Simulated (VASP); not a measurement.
Set up this calculation in VASP 6.6.1, as the native input.

- Task: single point
- Functional: PBEsol
- Potentials or basis: VASP PAW PBE potentials, release 64 (Hg, Te)
- Cutoff: 520 eV
- k mesh: 14 × 14 × 14
- Occupations: gaussian, width 0.15 eV
- Spin: no spin polarisation
- Dipole correction: no
- Further INCAR settings: ALGO = Normal; EDIFF = 1e-06; NBANDS = 16

The structure of HgTe lies in POSCAR:

```
HgTe
1.0
    0.0000000000      3.0945600000      2.9656200000
    3.0945600000      0.0000000000      2.9656200000
    3.0945600000      3.0945600000      0.0000000000
Hg Te
1 1
Direct
    0.0000000000      0.0000000000      0.0000000000
    0.7500000000      0.7500000000      0.7500000000
```

This cell differs from its parent crystal: strain -0.040 along x and y, -0.080 along z.

One way to write it, as run:

INCAR

```
PREC = Accurate
ENCUT = 520
EDIFF = 1E-6
ISMEAR = 0
SIGMA = 0.15
LREAL = False
LASPH = True
NELM = 100
ALGO = Normal
ISIF = 2
LWAVE = False
LCHARG = False
GGA = PS
NBANDS = 16
```

KPOINTS

```
regular mesh
0
Gamma
  14 14 14
```

Potentials or basis: VASP PAW PBE potentials, release 64 (Hg, Te).

Run with:

```console
$ cat potpaw_PBE.64/Hg/POTCAR potpaw_PBE.64/Te/POTCAR > POTCAR
$ mpirun -np 1 vasp_std > vasp.out
```

Results of the run:

```
Pressure : 13.7 GPa
```

Caveat: the cell differs from its parent crystal (strain -0.040 along x and y, -0.080 along z); the PAW data sets were made with another functional, which shifts forces and pressure a little.

Run time: 2.8 min on 1 thread of Intel(R) Xeon(R) Platinum 8488C (Sapphire Rapids), on a shared host, peak memory 0.36 GiB.
